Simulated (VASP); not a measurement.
# Ga (C2/c) in VASP: single point with PBE

Aim: the single point of Ga with PBE.

All numbers are computed with VASP 6.6.1; they aren't measurements. Logs are shortened: lines on timing, memory, paths and dates and some standing lists are left out, and cuts for length are marked.

### 1 The cell of the first run

Symmetry: C2/c, No. 15, monoclinic system. The conventional cell has a = 2.828 Å, b = 8.146 Å, c = 3.339 Å, α = 90.00°, β = 93.89°, γ = 90.00°. Within 3.6 Å of Ga (site symmetry 2) lie 10 Ga at 2.75 to 3.34 Å.

### 2 Single point, PBE

The input, INCAR:

```
PREC = Accurate ; ENCUT = 520
EDIFF = 1E-6 ; ISMEAR = 0
SIGMA = 0.1 ; LREAL = False
LASPH = True ; NELM = 100
ALGO = Fast ; ISIF = 2
LWAVE = False ; LCHARG = False
GGA = PE ; NBANDS = 20
```

The input, KPOINTS:

```
Automatic mesh
0
Gamma
  14 14 10
```

The input, POSCAR:

```
Ga
1.0
    1.4136003268     -4.0727801479     -0.0224046252
    1.4136003268      4.0727801479     -0.0224046252
   -0.1739910616      0.0000000000      3.3345024635
Ga
2
Direct
    0.8657540643      0.1342459357      0.2500000000
    0.1342459357      0.8657540643      0.7500000000
```

Potentials or basis: VASP PAW PBE potentials, release 64 (Ga_d).

The run is started by

```
$ cat potpaw_PBE.64/Ga_d/POTCAR > POTCAR
$ mpirun -np 1 vasp_std > vasp.out
```

OUTCAR:

```text
PREC = Accurate
   ENCUT = 520
   EDIFF = 1E-6
   ISMEAR = 0
   LREAL = False
   LASPH = True
   NELM = 100
   ISIF = 2
   GGA = PE

 ion  position               nearest neighbor table
   1  0.866  0.134  0.250-   2 2.75   2 2.75   2 2.83   2 2.83
   2  0.134  0.866  0.750-   1 2.75   1 2.75   1 2.83   1 2.83

  LATTYP: Found a base centered monoclinic cell.
 ALAT       =     2.8275557297
 B/A-ratio  =     2.8807779844
 C/A-ratio  =     1.1808922753
 COS(beta)  =    -0.0679274011

  Lattice vectors:

 A1 = (   1.4136003268,  -4.0727801479,  -0.0224046252)
 A2 = (   1.4136003268,   4.0727801479,  -0.0224046252)
 A3 = (  -0.1739910616,   0.0000000000,   3.3345024635)

Analysis of symmetry for initial positions (statically):
=====================================================================
 Subroutine PRICEL returns:
 Original cell was already a primitive cell.

 Routine SETGRP: Setting up the symmetry group for a
 base centered monoclinic supercell.

 Subroutine GETGRP returns: Found  4 space group operations
 (whereof  2 operations were pure point group operations)
 out of a pool of  4 trial point group operations.

The static configuration has the point symmetry S_2 .
 The point group associated with its full space group is C_2h.

Analysis of symmetry for dynamics (positions and initial velocities):
=====================================================================
 Subroutine PRICEL returns:
 Original cell was already a primitive cell.

 Routine SETGRP: Setting up the symmetry group for a
 base centered monoclinic supercell.

 Subroutine GETGRP returns: Found  4 space group operations
 (whereof  2 operations were pure point group operations)
 out of a pool of  4 trial point group operations.

The dynamic configuration has the point symmetry S_2 .
 The point group associated with its full space group is C_2h.

 Subroutine INISYM returns: Found  4 space group operations
 (whereof  2 operations are pure point group operations),
 and found     1 'primitive' translations

----------------------------------------------------------------------------------------

                                     Primitive cell

  volume of cell :      38.3636

  direct lattice vectors                    reciprocal lattice vectors
     1.413600327 -4.072780148 -0.022404625     0.353999525 -0.122766263  0.018471347
     1.413600327  4.072780148 -0.022404625     0.353999525  0.122766263  0.018471347
    -0.173991062  0.000000000  3.334502463     0.004757068  0.000000000  0.300143034

  length of vectors
     4.311183826  4.311183826  3.339038719     0.375137854  0.375137854  0.300180730

  position of ions in fractional coordinates (direct lattice)
     0.865754064  0.134245936  0.250000000
     0.134245936  0.865754064  0.750000000

  ion indices of the primitive-cell ions
   primitive index   ion index
                 1           1
                 2           2

----------------------------------------------------------------------------------------

 KPOINTS: Automatic mesh

Automatic generation of k-mesh.
 Grid dimensions read from file:
 generate k-points for:   14   14   10

 Generating k-lattice:

  Cartesian coordinates                     Fractional coordinates (reciprocal lattice)
     0.025285680 -0.008769019  0.001319382     0.071428571  0.000000000  0.000000000
     0.025285680  0.008769019  0.001319382     0.000000000  0.071428571  0.000000000
     0.000475707  0.000000000  0.030014303     0.000000000  0.000000000  0.100000000

  Length of vectors
     0.026795561  0.026795561  0.030018073

  Shift w.r.t. Gamma in fractional coordinates (k-lattice)
     0.000000000  0.000000000  0.000000000

 Subroutine IBZKPT returns following result:
 ===========================================

 Found    534 irreducible k-points:

 Following reciprocal coordinates:
            Coordinates               Weight
  0.000000  0.000000  0.000000      1.000000
  0.071429 -0.000000 -0.000000      4.000000
  0.142857  0.000000  0.000000      4.000000
  0.214286  0.000000  0.000000      4.000000
  0.285714  0.000000  0.000000      4.000000
  0.357143 -0.000000 -0.000000      4.000000
[... 16 lines left out ...]
  0.214286  0.142857  0.000000      4.000000
  0.285714  0.142857  0.000000      4.000000
 [... further k-points ...]
   k-points           NKPTS =    534   k-points in BZ     NKDIM =    534   number of bands    NBANDS=     20
   number of dos      NEDOS =    301   number of ions     NIONS =      2
   total plane-waves  NPLWV =  28672
   dimension x,y,z NGX =    32 NGY =   32 NGZ =   28
   dimension x,y,z NGXF=    64 NGYF=   64 NGZF=   56
   ions per type =               2
   NGX,Y,Z   is equivalent  to a cutoff of  12.34, 12.34, 13.94 a.u.
   NGXF,Y,Z  is equivalent  to a cutoff of  24.68, 24.68, 27.88 a.u.
 SYSTEM =  unknown system
   PREC   = accura    normal or accurate (medium, high low for compatibility)
   ISTART =      0    job   : 0-new  1-cont  2-samecut
   ICHARG =      2    charge: 1-file 2-atom 10-const
   ISPIN  =      1    spin polarized calculation?
   LNONCOLLINEAR =      F non collinear calculations
   LSORBIT =      F    spin-orbit coupling
   LASPH  =      T    aspherical Exc in radial PAW
   ENCUT  =  520.0 eV  38.22 Ry    6.18 a.u.   8.02  8.02  6.21*2*pi/ulx,y,z
   NELM   =    100;   NELMIN=  2; NELMDL= -5     # of ELM steps
   EDIFF  = 0.1E-05   stopping-criterion for ELM
   LREAL  =      F    real-space projection
   EDIFFG = 0.1E-04   stopping-criterion for IOM
   NSW    =      0    number of steps for IOM
   IBRION =     -1    ionic relax: 0-MD 1-quasi-New 2-CG
   NFREE  =      0    steps in history (QN), initial steepest desc. (CG)
   ISIF   =      2    stress and relaxation
   ISYM   =      2    0-nonsym 1-usesym 2-fastsym
   POTIM  = 0.5000    time-step for ionic-motion
   TEBEG  =    0.0;   TEEND  =   0.0 temperature during run
   PSTRESS=    0.0 pullay stress
   NELECT =      26.0000    total number of electrons
   NUPDOWN=      -1.0000    fix difference up-down
   EMIN   =  10.00;   EMAX   =-10.00  energy-range for DOS
   EFERMI =   0.00;   METHOD = LEGACY
   ISMEAR =     0;   SIGMA  =   0.10  broadening in eV -4-tet -1-fermi 0-gaus
   EFERMI_NEDOS =   21; number of points for ismear=-14 and -15
   IALGO  =     68    algorithm
   IMIX   =      4    mixing-type and parameters
     AMIX     =   0.40;   BMIX     =  1.00
     AMIX_MAG =   1.60;   BMIX_MAG =  1.00
  volume/ion in A,a.u.               =      19.18       129.45
  Fermi-wavevector in a.u.,A,eV,Ry     =   1.438002  2.717430 28.134806  2.067850
  Thomas-Fermi vector in A             =   2.557017
   LORBIT       =      0    0 simple, 1 ext, 2 COOP (PROOUT), +10 PAW based schemes
   GGA     = PE    functional components
   LHFCALC =     F    Hartree Fock is set to
   AEXX    =    0.0000 exact exchange contribution
   IVDW    =     0    specifies the selected vdW correction
   LEPSILON=     F    determine dielectric tensor
   LRPA    =     F    only Hartree local field effects (RPA)
 non-spin polarized calculation
 RMM-DIIS sequential band-by-band and
 Gauss-broadening in eV      SIGMA  =   0.10
  energy-cutoff  :      520.00
  volume of cell :       38.36
 maximum number of plane-waves:      1056
   NGX = 17   NGY = 17   NGZ = 13

 number of electron      26.0000012 magnetization

 Free energy of the ion-electron system (eV)
  ---------------------------------------------------
  ext. energy  EPLUGINS =         0.00000000
  ---------------------------------------------------
  free energy    TOTEN  =        -5.78442635 eV

  energy without entropy =       -5.78110153  energy(sigma->0) =       -5.78276394

 E-fermi :   5.3556     XC(G=0): -10.8882

 val. band max:        5.3470717942   @ k =  -0.1429   0.1429   0.1000
 cond. band min:       5.3632249496   @ k =  -0.0714   0.3571   0.1000
 fundamental gap:      0.0161531554
 Fermi energy:         5.3555761912

 k-point     1 :       0.0000    0.0000    0.0000
  band No.  band energies     occupation
      1      -9.7550      2.00000
      2      -9.7543      2.00000
      3      -9.6986      2.00000
      4      -9.6942      2.00000
      5      -9.4674      2.00000
      6      -9.4648      2.00000
[... 12 lines left out ...]
     19      15.9841      0.00000
     20      18.0092      0.00000

 k-point     2 :       0.0714   -0.0000   -0.0000
  band No.  band energies     occupation
      1      -9.7509      2.00000
      2      -9.7472      2.00000
      3      -9.6939      2.00000
      4      -9.6728      2.00000
      5      -9.4751      2.00000
      6      -9.4708      2.00000
[... 12 lines left out ...]
     19      16.3556      0.00000
     20      19.0985      0.00000

 k-point     3 :       0.1429    0.0000    0.0000
  band No.  band energies     occupation
      1      -9.7411      2.00000
      2      -9.7283      2.00000
      3      -9.6695      2.00000
      4      -9.6246      2.00000
      5      -9.4970      2.00000
      6      -9.4880      2.00000
[... 12 lines left out ...]
     19      16.5186      0.00000
     20      19.6979      0.00000

 k-point     4 :       0.2143    0.0000    0.0000
  band No.  band energies     occupation
      1      -9.7278      2.00000
      2      -9.7051      2.00000
      3      -9.6334      2.00000
      4      -9.5743      2.00000
      5      -9.5289      2.00000
      6      -9.4999      2.00000
[... 12 lines left out ...]
     19      16.6528      0.00000
     20      20.0739      0.00000

 k-point     5 :       0.2857    0.0000    0.0000
  band No.  band energies     occupation
      1      -9.7145      2.00000
      2      -9.6835      2.00000
      3      -9.6053      2.00000
      4      -9.5809      2.00000
      5      -9.5643      2.00000
      6      -9.4753      2.00000
[... 12 lines left out ...]
     19      16.7117      0.00000
     20      18.7349      0.00000
[... 353 lines left out ...]
      6      -9.4704      2.00000
[... 12 lines left out ...]
     19      15.7857      0.00000
     20      17.4058      0.00000

 k-point    22 :       0.1429    0.1429    0.0000
  band No.  band energies     occupation
      1      -9.7294      2.00000
      2      -9.6906      2.00000
      3      -9.6073      2.00000
      4      -9.5551      2.00000
      5      -9.5447      2.00000
      6      -9.4950      2.00000
[... 12 lines left out ...]
     19      17.3703      0.00000
     20      19.7526      0.00000

 k-point    23 :       0.2143    0.1429    0.0000
  band No.  band energies     occupation
      1      -9.7231      2.00000
      2      -9.6702      2.00000
      3      -9.6330      2.00000
      4      -9.5706      2.00000
      5      -9.5535      2.00000
      6      -9.5084      2.00000
[... 12 lines left out ...]
     19      17.1405      0.00000
     20      18.9282      0.00000

 k-point    24 :       0.2857    0.1429    0.0000
  band No.  band energies     occupation
      1      -9.7175      2.00000
      2      -9.6708      2.00000
      3      -9.6406      2.00000
      4      -9.5936      2.00000
      5      -9.5550      2.00000
      6      -9.5100      2.00000
[... 12 lines left out ...]
     19      16.2879      0.00000
     20      17.7298      0.00000

 [... further k-points ...]

------------------------ aborting loop because EDIFF is reached ----------------------------------------

  FORCE on cell =-STRESS in cart. coord.  units (eV):
  Direction    XX          YY          ZZ          XY          YZ          ZX
  --------------------------------------------------------------------------------------
  -------------------------------------------------------------------------------------
  Total        0.0396427      0.0442991      0.0420447      0.0000000      0.0000000     -0.0025044
  in kB        1.6555966      1.8500603      1.7559112      0.0000000      0.0000000     -0.1045930
  external PRESSURE =       1.7538560 kB  Pullay stress =       0.0000000 kB

 VOLUME and BASIS-vectors are now :
 -----------------------------------------------------------------------------
  energy-cutoff  :      520.00
  volume of cell :       38.36
      direct lattice vectors                 reciprocal lattice vectors
     1.413600327 -4.072780148 -0.022404625     0.353999525 -0.122766263  0.018471347
     1.413600327  4.072780148 -0.022404625     0.353999525  0.122766263  0.018471347
    -0.173991062  0.000000000  3.334502463     0.004757068  0.000000000  0.300143034

 POSITION                                       TOTAL-FORCE (eV/Angst)
 -----------------------------------------------------------------------------------
      1.37010     -2.97927      0.81122        -0.000000      0.000204     -0.000000
      1.28311      2.97927      2.47847         0.000000     -0.000204      0.000000
 -----------------------------------------------------------------------------------
    total drift:                                0.000000      0.000000     -0.000000

  FREE ENERGIE OF THE ION-ELECTRON SYSTEM (eV)
  ---------------------------------------------------
  free  energy   TOTEN  =        -5.7844263507 eV

  energy  without entropy=       -5.7811015338  energy(sigma->0) =       -5.78276394
```

Run time: 2.7 min. Hardware: 1 thread of Intel Xeon 6975P-C (Granite Rapids), shared host; peak memory 0.42 GiB.

Results:

- Free energy: -5.7844 eV
- Pressure: 0.2 GPa
- Band gap on the k mesh: zero (bands 13 and 14 overlap by 8.12 eV)
